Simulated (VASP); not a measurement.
Ti:

```xyz
2
Lattice="2.9888 0.0000 0.0000 -1.4944 2.5884 0.0000 0.0000 0.0000 4.7416" Properties=species:S:1:pos:R:3 pbc="T T T"
Ti    1.4944    0.8628    3.5562
Ti    0.0000    1.7256    1.1854
```

Base run:

| Item | Value |
| --- | --- |
| Program | VASP 6.6.1 |
| Functional | r2SCAN |
| Dispersion | D4 |
| Potentials or basis | VASP PAW PBE potentials, release 64 (Ti_sv) |
| Cutoff | 520 eV |
| k mesh | 10 × 10 × 6 |
| Occupations | fermi-dirac, width 0.05 eV |
| Spin | no spin polarisation |

Its results: band gap on the k mesh zero (band 12 reaches 8.66 eV, above the bottom of band 13 at 7.47 eV); pressure -6.3 GPa.

The run is repeated on the same cell with these changes: dispersion from D4 to none; further incar settings from ALGO = Normal; EDIFF = 1e-06; NBANDS = 19 to ALGO = Normal; EDIFF = 1e-07; NBANDS = 19. What comes out?

Band gap on the k mesh zero (band 12 reaches 8.66 eV, above the bottom of band 13 at 7.47 eV); pressure -5.8 GPa.

Caveats: the PAW data sets were made with another functional, which shifts forces and pressure a little; pairwise dispersion overbinds metals, which lowers pressure and volume (some runs).
